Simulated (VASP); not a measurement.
# Pt (P6_3/mmc) in VASP: notebook, part 2 of 2

VASP 6.6.1.

## Step 3: Single point, r2SCAN (strain +0.080 along x and y, +0.080 along z)

Contents of POSCAR:

```
Pt
1.0
    2.9815188650      0.0000000000      0.0000000000
   -1.4907594325      2.5820710790      0.0000000000
    0.0000000000      0.0000000000      5.1755047200
Pt
2
Direct
    0.6666666667      0.3333333333      0.7500000000
    0.3333333333      0.6666666667      0.2500000000
```

Contents of INCAR.step1:

```
  PREC = Accurate
  ENCUT = 520
  ISMEAR = 0
  SIGMA = 0.15
  LREAL = F
  LASPH = T
  NELM = 100
  NBANDS = 17
  GGA = PE
  ALGO = Normal
  EDIFF = 1E-4
  LWAVE = T
  LCHARG = F
```

Contents of INCAR.step2:

```
  PREC = Accurate
  ENCUT = 520
  EDIFF = 1E-7
  ISMEAR = 0
  SIGMA = 0.15
  LREAL = F
  LASPH = T
  NELM = 100
  ALGO = Normal
  ISIF = 2
  LWAVE = F
  LCHARG = F
  METAGGA = R2SCAN
  LMIXTAU = T
  NBANDS = 17
  ISTART = 1
```

Contents of KPOINTS:

```
Automatic mesh
0
Gamma
  18 18 10
```

Potentials or basis: VASP PAW PBE potentials, release 64 (Pt).

The run is started by

```console
cat potpaw_PBE.64/Pt/POTCAR > POTCAR
cp INCAR.step1 INCAR
mpirun -np 1 vasp_std > vasp.out
cp INCAR.step2 INCAR
mpirun -np 1 vasp_std > vasp.out
```

OUTCAR:

```text
PREC = Accurate
   ENCUT = 520
   EDIFF = 1E-7
   ISMEAR = 0
   LREAL = F
   LASPH = T
   NELM = 100
   ISIF = 2
   METAGGA = R2SCAN
   ISTART = 1

 ion  position               nearest neighbor table
   1  0.667  0.333  0.750-   2 3.11   2 3.11   2 3.11   2 3.11   2 3.11   2 3.11
   2  0.333  0.667  0.250-   1 3.11   1 3.11   1 3.11   1 3.11   1 3.11   1 3.11

  LATTYP: Found a hexagonal cell.
 ALAT       =     2.9815188650
 C/A-ratio  =     1.7358618055

  Lattice vectors:

 A1 = (   2.9815188650,   0.0000000000,   0.0000000000)
 A2 = (  -1.4907594325,   2.5820710790,   0.0000000000)
 A3 = (   0.0000000000,   0.0000000000,   5.1755047200)

Analysis of symmetry for initial positions (statically):
=====================================================================
 Subroutine PRICEL returns:
 Original cell was already a primitive cell.

 Routine SETGRP: Setting up the symmetry group for a
 hexagonal supercell.

 Subroutine GETGRP returns: Found 24 space group operations
 (whereof 12 operations were pure point group operations)
 out of a pool of 24 trial point group operations.

The static configuration has the point symmetry D_3d.
 The point group associated with its full space group is D_6h.

Analysis of symmetry for dynamics (positions and initial velocities):
=====================================================================
 Subroutine PRICEL returns:
 Original cell was already a primitive cell.

 Routine SETGRP: Setting up the symmetry group for a
 hexagonal supercell.

 Subroutine GETGRP returns: Found 24 space group operations
 (whereof 12 operations were pure point group operations)
 out of a pool of 24 trial point group operations.

The dynamic configuration has the point symmetry D_3d.
 The point group associated with its full space group is D_6h.

 Subroutine INISYM returns: Found 24 space group operations
 (whereof 12 operations are pure point group operations),
 and found     1 'primitive' translations

----------------------------------------------------------------------------------------
[... 108 lines left out ...]
   ISMEAR =     0;   SIGMA  =   0.15  broadening in eV -4-tet -1-fermi 0-gaus
   EFERMI_NEDOS =   21; number of points for ismear=-14 and -15
   IALGO  =     38    algorithm
   IMIX   =      4    mixing-type and parameters
     AMIX     =   0.40;   BMIX     =  1.00
     AMIX_MAG =   1.60;   BMIX_MAG =  1.00
  volume/ion in A,a.u.               =      19.92       134.44
  Fermi-wavevector in a.u.,A,eV,Ry     =   1.301064  2.458655 23.031502  1.692768
  Thomas-Fermi vector in A             =   2.432222
   LORBIT       =      0    0 simple, 1 ext, 2 COOP (PROOUT), +10 PAW based schemes
   METAGGA = R2SCAN    functional components
   LHFCALC =     F    Hartree Fock is set to
   AEXX    =    0.0000 exact exchange contribution
   IVDW    =     0    specifies the selected vdW correction
   LEPSILON=     F    determine dielectric tensor
   LRPA    =     F    only Hartree local field effects (RPA)
 non-spin polarized calculation
 Gauss-broadening in eV      SIGMA  =   0.15
  energy-cutoff  :      520.00
  volume of cell :       39.84
 maximum number of plane-waves:      1099
 NGX is ok and might be reduce to    24
   NGX = 11   NGY = 11   NGZ = 19

 number of electron      20.0000001 magnetization

 Free energy of the ion-electron system (eV)
  ---------------------------------------------------
  ext. energy  EPLUGINS =         0.00000000
  ---------------------------------------------------
  free energy    TOTEN  =      -101.66418242 eV

  energy without entropy =     -101.60965328  energy(sigma->0) =     -101.63691785

 E-fermi :   6.4143     XC(G=0): -12.6990

 val. band max:        6.4141599590   @ k =   0.3889   0.1667   0.1000
 cond. band min:       6.4169138042   @ k =   0.3889  -0.0000   0.2000
 fundamental gap:      0.0027538452
 Fermi energy:         6.4143331419

 k-point     1 :       0.0000    0.0000    0.0000
  band No.  band energies     occupation
      1      -1.1702      2.00000
      2       1.2046      2.00000
      3       3.6720      2.00000
      4       4.0046      2.00000
      5       4.0046      2.00000
      6       4.2462      2.00000
[... 457 lines left out ...]
      4       4.0401      2.00000
      5       4.2187      2.00000
      6       4.2851      2.00000
[... 9 lines left out ...]
     16      17.6681      0.00000
     17      19.5054      0.00000

 [... further k-points ...]
[... 5 lines left out ...]
  --------------------------------------------------------------------------------------
  -------------------------------------------------------------------------------------
  Total       -8.6870848     -8.6870848     -7.3896316      0.0000000     -0.0000000     -0.0000000
  in kB     -349.3221950   -349.3221951   -297.1494352      0.0000000     -0.0000000     -0.0000000
  external PRESSURE =    -331.9312751 kB  Pullay stress =       0.0000000 kB

 VOLUME and BASIS-vectors are now :
 -----------------------------------------------------------------------------
  energy-cutoff  :      520.00
  volume of cell :       39.84
      direct lattice vectors                 reciprocal lattice vectors
     2.981518865  0.000000000  0.000000000     0.335399521  0.193643004  0.000000000
    -1.490759432  2.582071079  0.000000000     0.000000000  0.387286008  0.000000000
     0.000000000  0.000000000  5.175504720     0.000000000  0.000000000  0.193217870

 POSITION                                       TOTAL-FORCE (eV/Angst)
 -----------------------------------------------------------------------------------
      1.49076      0.86069      3.88163        -0.000000      0.000000      0.000000
     -0.00000      1.72138      1.29388         0.000000     -0.000000      0.000000
 -----------------------------------------------------------------------------------
    total drift:                               -0.000000      0.000000     -0.000000

  FREE ENERGIE OF THE ION-ELECTRON SYSTEM (eV)
  ---------------------------------------------------
  free  energy   TOTEN  =      -101.6641824171 eV

  energy  without entropy=     -101.6096532752  energy(sigma->0) =     -101.63691785
```

OSZICAR.step1:

```text
N       E                     dE             d eps       ncg     rms          rms(c)
DAV:   1     0.972416661129E+02    0.97242E+02   -0.10036E+04  7556   0.110E+03
DAV:   2    -0.988577901658E+01   -0.10713E+03   -0.10097E+03  8182   0.228E+02
DAV:   3    -0.118017306519E+02   -0.19160E+01   -0.18720E+01  9165   0.296E+01
DAV:   4    -0.118129140780E+02   -0.11183E-01   -0.11179E-01  8862   0.238E+00
DAV:   5    -0.118130409295E+02   -0.12685E-03   -0.12685E-03  9324   0.273E-01    0.836E+00
DAV:   6    -0.111163534101E+02    0.69669E+00   -0.14942E+00  7799   0.102E+01    0.469E+00
DAV:   7    -0.110973243409E+02    0.19029E-01   -0.56652E-02  8980   0.187E+00    0.268E+00
DAV:   8    -0.110956374717E+02    0.16869E-02   -0.39225E-03  8131   0.443E-01    0.369E-01
DAV:   9    -0.110955071398E+02    0.13033E-03   -0.16638E-04  6641   0.105E-01    0.397E-02
DAV:  10    -0.110955264505E+02   -0.19311E-04   -0.13937E-05  3962   0.276E-02
   1 F= -.11095526E+02 E0= -.11064795E+02  d E =-.614629E-01
```

It took 3 min on 1 thread of Intel Xeon 6975P-C (Granite Rapids), shared host; peak memory 0.27 GiB.

Results:

```yaml
Free_energy: -101.6642 eV
Pressure: -33.2 GPa
Band_gap_on_the_k_mesh: zero (bands 10 and 11 overlap by 0.92 eV)
```

Caveat: the cell differs from its parent crystal (strain +0.080 along x and y, +0.080 along z); the stress differs along the axes, from -35 to -30 GPa; the PAW data sets were made with another functional, which shifts forces and pressure a little; spin-orbit coupling is left out, which moves the levels of the heavy elements.
